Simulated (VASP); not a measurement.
# Si (Fd-3m) in VASP: notebook

The runs below take Si through single point, with LDA.

Program: VASP 6.6.1. These are calculated values, not measurements. Logs are shortened: lines on timing, memory, paths and dates and some standing lists are left out, and cuts for length are marked.

## Step 1: The cell of the first run

Symmetry: Fd-3m, No. 227, cubic system. The conventional cell has a = 5.403 Å, b = 5.403 Å, c = 5.403 Å, α = 90.00°, β = 90.00°, γ = 90.00°. Si (site symmetry -43m) has 4 Si at 2.34 Å within 3.1 Å.

## Step 2: Single point, LDA

Input file INCAR:

```
SYSTEM = Si
PREC = Accurate
ENCUT = 520
EDIFF = 1E-6
ISMEAR = 1
SIGMA = 0.2
LREAL = .False.
LASPH = .True.
NELM = 80
ALGO = Normal
ISIF = 2
LWAVE = .False.
LCHARG = .False.
GGA = CA
NBANDS = 11
```

Input file KPOINTS:

```
regular mesh
0
Gamma
  10 10 10
  0 0 0
```

Input file POSCAR:

```
Si
1.0
    0.0000000000      2.7016643793      2.7016643793
    2.7016643793      0.0000000000      2.7016643793
    2.7016643793      2.7016643793      0.0000000000
Si
2
Direct
    0.5000000000      0.5000000000      0.5000000000
    0.7500000000      0.7500000000      0.7500000000
```

Potentials or basis: VASP PAW LDA potentials, release 64 (Si).

Command:

```console
> cat potpaw_LDA.64/Si/POTCAR > POTCAR
> mpirun -np 1 vasp_std > vasp.out
```

OUTCAR:

```text
SYSTEM = Si
   PREC = Accurate
   ENCUT = 520
   EDIFF = 1E-6
   ISMEAR = 1
   LREAL = .False.
   LASPH = .True.
   NELM = 80
   ISIF = 2
   GGA = CA

 ion  position               nearest neighbor table
   1  0.500  0.500  0.500-   2 2.34   2 2.34   2 2.34   2 2.34
   2  0.750  0.750  0.750-   1 2.34   1 2.34   1 2.34   1 2.34

  LATTYP: Found a face centered cubic cell.
 ALAT       =     5.4033287586

  Lattice vectors:

 A1 = (   0.0000000000,   2.7016643793,   2.7016643793)
 A2 = (   2.7016643793,   0.0000000000,   2.7016643793)
 A3 = (   2.7016643793,   2.7016643793,   0.0000000000)

Analysis of symmetry for initial positions (statically):
=====================================================================
 Subroutine PRICEL returns:
 Original cell was already a primitive cell.

 Routine SETGRP: Setting up the symmetry group for a
 face centered cubic supercell.

 Subroutine GETGRP returns: Found 48 space group operations
 (whereof 24 operations were pure point group operations)
 out of a pool of 48 trial point group operations.

The static configuration has the point symmetry T_d .
 The point group associated with its full space group is O_h .

Analysis of symmetry for dynamics (positions and initial velocities):
=====================================================================
 Subroutine PRICEL returns:
 Original cell was already a primitive cell.

 Routine SETGRP: Setting up the symmetry group for a
 face centered cubic supercell.

 Subroutine GETGRP returns: Found 48 space group operations
 (whereof 24 operations were pure point group operations)
 out of a pool of 48 trial point group operations.

The dynamic configuration has the point symmetry T_d .
 The point group associated with its full space group is O_h .

 Subroutine INISYM returns: Found 48 space group operations
 (whereof 24 operations are pure point group operations),
 and found     1 'primitive' translations

----------------------------------------------------------------------------------------

                                     Primitive cell

  volume of cell :      39.4388

  direct lattice vectors                    reciprocal lattice vectors
     0.000000000  2.701664379  2.701664379    -0.185071101  0.185071101  0.185071101
     2.701664379  0.000000000  2.701664379     0.185071101 -0.185071101  0.185071101
     2.701664379  2.701664379  0.000000000     0.185071101  0.185071101 -0.185071101

  length of vectors
     3.820730406  3.820730406  3.820730406     0.320552549  0.320552549  0.320552549

  position of ions in fractional coordinates (direct lattice)
     0.500000000  0.500000000  0.500000000
     0.750000000  0.750000000  0.750000000

  ion indices of the primitive-cell ions
   primitive index   ion index
                 1           1
                 2           2

----------------------------------------------------------------------------------------

 KPOINTS: regular mesh

Automatic generation of k-mesh.
 Grid dimensions read from file:
 generate k-points for:   10   10   10

 Generating k-lattice:

  Cartesian coordinates                     Fractional coordinates (reciprocal lattice)
    -0.018507110  0.018507110  0.018507110     0.100000000  0.000000000  0.000000000
     0.018507110 -0.018507110  0.018507110     0.000000000  0.100000000  0.000000000
     0.018507110  0.018507110 -0.018507110     0.000000000  0.000000000  0.100000000

  Length of vectors
     0.032055255  0.032055255  0.032055255

  Shift w.r.t. Gamma in fractional coordinates (k-lattice)
     0.000000000  0.000000000  0.000000000

 Subroutine IBZKPT returns following result:
 ===========================================

 Found     47 irreducible k-points:

 Following reciprocal coordinates:
            Coordinates               Weight
  0.000000  0.000000  0.000000      1.000000
  0.100000  0.000000  0.000000      8.000000
  0.200000  0.000000  0.000000      8.000000
  0.300000  0.000000  0.000000      8.000000
  0.400000  0.000000  0.000000      8.000000
  0.500000  0.000000  0.000000      4.000000
[... 16 lines left out ...]
  0.300000  0.300000  0.000000      6.000000
  0.400000  0.300000  0.000000     24.000000
 [... further k-points ...]
   k-points           NKPTS =     47   k-points in BZ     NKDIM =     47   number of bands    NBANDS=     11
   number of dos      NEDOS =    301   number of ions     NIONS =      2
   total plane-waves  NPLWV =  21952
   dimension x,y,z NGX =    28 NGY =   28 NGZ =   28
   dimension x,y,z NGXF=    56 NGYF=   56 NGZF=   56
   ions per type =               2
   NGX,Y,Z   is equivalent  to a cutoff of  12.18, 12.18, 12.18 a.u.
   NGXF,Y,Z  is equivalent  to a cutoff of  24.37, 24.37, 24.37 a.u.
 SYSTEM =  Si
   PREC   = accura    normal or accurate (medium, high low for compatibility)
   ISTART =      0    job   : 0-new  1-cont  2-samecut
   ICHARG =      2    charge: 1-file 2-atom 10-const
   ISPIN  =      1    spin polarized calculation?
   LNONCOLLINEAR =      F non collinear calculations
   LSORBIT =      F    spin-orbit coupling
   LASPH  =      T    aspherical Exc in radial PAW
   ENCUT  =  520.0 eV  38.22 Ry    6.18 a.u.   7.10  7.10  7.10*2*pi/ulx,y,z
   NELM   =     80;   NELMIN=  2; NELMDL= -5     # of ELM steps
   EDIFF  = 0.1E-05   stopping-criterion for ELM
   LREAL  =      F    real-space projection
   EDIFFG = 0.1E-04   stopping-criterion for IOM
   NSW    =      0    number of steps for IOM
   IBRION =     -1    ionic relax: 0-MD 1-quasi-New 2-CG
   NFREE  =      0    steps in history (QN), initial steepest desc. (CG)
   ISIF   =      2    stress and relaxation
   ISYM   =      2    0-nonsym 1-usesym 2-fastsym
   POTIM  = 0.5000    time-step for ionic-motion
   TEBEG  =    0.0;   TEEND  =   0.0 temperature during run
   PSTRESS=    0.0 pullay stress
   NELECT =       8.0000    total number of electrons
   NUPDOWN=      -1.0000    fix difference up-down
   EMIN   =  10.00;   EMAX   =-10.00  energy-range for DOS
   EFERMI =   0.00;   METHOD = LEGACY
   ISMEAR =     1;   SIGMA  =   0.20  broadening in eV -4-tet -1-fermi 0-gaus
   EFERMI_NEDOS =   21; number of points for ismear=-14 and -15
   IALGO  =     38    algorithm
   IMIX   =      4    mixing-type and parameters
     AMIX     =   0.40;   BMIX     =  1.00
     AMIX_MAG =   1.60;   BMIX_MAG =  1.00
  volume/ion in A,a.u.               =      19.72       133.07
  Fermi-wavevector in a.u.,A,eV,Ry     =   0.961900  1.817728 12.588822  0.925252
  Thomas-Fermi vector in A             =   2.091313
   LORBIT       =      0    0 simple, 1 ext, 2 COOP (PROOUT), +10 PAW based schemes
   GGA     = CA    functional components
   LHFCALC =     F    Hartree Fock is set to
   AEXX    =    0.0000 exact exchange contribution
   IVDW    =     0    specifies the selected vdW correction
   LEPSILON=     F    determine dielectric tensor
   LRPA    =     F    only Hartree local field effects (RPA)
 non-spin polarized calculation
 Methfessel and Paxton  Order N= 1 SIGMA  =   0.20
  energy-cutoff  :      520.00
  volume of cell :       39.44
 maximum number of plane-waves:      1073
   NGX = 15   NGY = 15   NGZ = 15

 number of electron       8.0000001 magnetization

 Free energy of the ion-electron system (eV)
  ---------------------------------------------------
  ext. energy  EPLUGINS =         0.00000000
  ---------------------------------------------------
  free energy    TOTEN  =       -11.91890563 eV

  energy without entropy =      -11.91950913  energy(sigma->0) =      -11.91910680

 E-fermi :   5.9721     XC(G=0):  -9.6627

 val. band max:        5.9255499541   @ k =   0.0000   0.0000   0.0000
 cond. band min:       6.3793940149   @ k =   0.4000   0.4000   0.0000
 fundamental gap:      0.4538440608
 Fermi energy:         5.9721428416

 k-point     1 :       0.0000    0.0000    0.0000
  band No.  band energies     occupation
      1      -6.1358      2.00000
      2       5.9255      1.38269
      3       5.9255      1.38269
      4       5.9255      1.38269
      5       8.4561     -0.00000
      6       8.4561     -0.00000
      7       8.4561     -0.00000
      8       9.3089     -0.00000
      9      13.6611      0.00000
     10      13.6611      0.00000
     11      13.6676      0.00000

 k-point     2 :       0.1000    0.0000    0.0000
  band No.  band energies     occupation
      1      -6.0031      2.00000
      2       4.7668      2.00000
      3       5.7235      2.07081
      4       5.7235      2.07081
      5       8.4660     -0.00000
      6       8.7527     -0.00000
      7       8.7527     -0.00000
      8      10.2235      0.00000
      9      13.2825      0.00000
     10      13.2825      0.00000
     11      14.2245      0.00000

 k-point     3 :       0.2000    0.0000    0.0000
  band No.  band energies     occupation
      1      -5.6112      2.00000
      2       2.8839      2.00000
      3       5.3383      2.00007
      4       5.3383      2.00007
      5       8.1023     -0.00000
      6       9.2627     -0.00000
      7       9.2627     -0.00000
      8      11.9660      0.00000
      9      12.9494      0.00000
     10      12.9494      0.00000
     11      14.9033      0.00000

 k-point     4 :       0.3000    0.0000    0.0000
  band No.  band energies     occupation
      1      -4.9862      2.00000
      2       1.0766      2.00000
      3       5.0016      2.00000
      4       5.0016      2.00000
      5       7.7342     -0.00000
      6       9.4215     -0.00000
      7       9.4215     -0.00000
      8      13.4841      0.00000
      9      13.4991      0.00000
     10      13.4991      0.00000
     11      14.7024      0.00000
[... 239 lines left out ...]
 k-point    22 :      -0.2000    0.2000    0.0000
  band No.  band energies     occupation
      1      -4.7675      2.00000
      2       1.4232      2.00000
      3       2.8558      2.00000
      4       5.0732      2.00000
      5       8.7751     -0.00000
      6       9.8953     -0.00000
      7      10.1819      0.00000
      8      11.6137      0.00000
      9      11.9899      0.00000
     10      16.5460      0.00000
     11      16.7342      0.00000

 k-point    23 :       0.3000    0.3000    0.0000
  band No.  band energies     occupation
      1      -4.5659      2.00000
      2       1.4992      2.00000
      3       3.6619      2.00000
      4       3.6619      2.00000
      5       6.6758     -0.00001
      6       8.2229     -0.00000
      7      12.5725      0.00000
      8      12.5725      0.00000
      9      15.0670      0.00000
     10      15.4145      0.00000
     11      18.2613      0.00000

 k-point    24 :       0.4000    0.3000    0.0000
  band No.  band energies     occupation
      1      -3.9442      2.00000
      2       0.4842      2.00000
      3       3.0135      2.00000
      4       3.4553      2.00000
      5       6.8640     -0.00000
      6       8.0581     -0.00000
      7      12.8716      0.00000
      8      12.9878      0.00000
      9      16.4290      0.00000
     10      16.7076      0.00000
     11      18.0187      0.00000

 [... further k-points ...]
[... 5 lines left out ...]
  --------------------------------------------------------------------------------------
  -------------------------------------------------------------------------------------
  Total       -0.0066559     -0.0066559     -0.0066559      0.0000000     -0.0000000      0.0000000
  in kB       -0.2703896     -0.2703896     -0.2703896      0.0000000     -0.0000000      0.0000000
  external PRESSURE =      -0.2703896 kB  Pullay stress =       0.0000000 kB

 VOLUME and BASIS-vectors are now :
 -----------------------------------------------------------------------------
  energy-cutoff  :      520.00
  volume of cell :       39.44
      direct lattice vectors                 reciprocal lattice vectors
     0.000000000  2.701664379  2.701664379    -0.185071101  0.185071101  0.185071101
     2.701664379  0.000000000  2.701664379     0.185071101 -0.185071101  0.185071101
     2.701664379  2.701664379  0.000000000     0.185071101  0.185071101 -0.185071101

 POSITION                                       TOTAL-FORCE (eV/Angst)
 -----------------------------------------------------------------------------------
      2.70166      2.70166      2.70166        -0.000000     -0.000000     -0.000000
      4.05250      4.05250      4.05250         0.000000      0.000000      0.000000
 -----------------------------------------------------------------------------------
    total drift:                                0.000000      0.000000     -0.000000

  FREE ENERGIE OF THE ION-ELECTRON SYSTEM (eV)
  ---------------------------------------------------
  free  energy   TOTEN  =       -11.9189056315 eV

  energy  without entropy=      -11.9195091273  energy(sigma->0) =      -11.91910680
```

Wall time 32 s (1 thread of AMD EPYC 7R13, shared host); peak memory 0.11 GiB.

What came out:

```
Free energy            : -11.9189 eV
Pressure               : 0.0 GPa
Band gap on the k mesh : 0.45 eV, indirect (least direct gap 2.53 eV)
```

Levels at points of the mesh, in eV from the valence-band top:
```csv
k point,band 2,band 3,band 4,band 5,band 6,band 7
"(0.00, 0.00, 0.00)",0.00,0.00,0.00,2.53,2.53,2.53
"(0.50, 0.00, 0.00)",-7.06,-1.21,-1.21,1.48,3.29,3.29
"(0.50, 0.50, 0.00)",-7.86,-2.89,-2.89,0.58,0.58,10.11
```

(Part 1 of 2 ends here.)
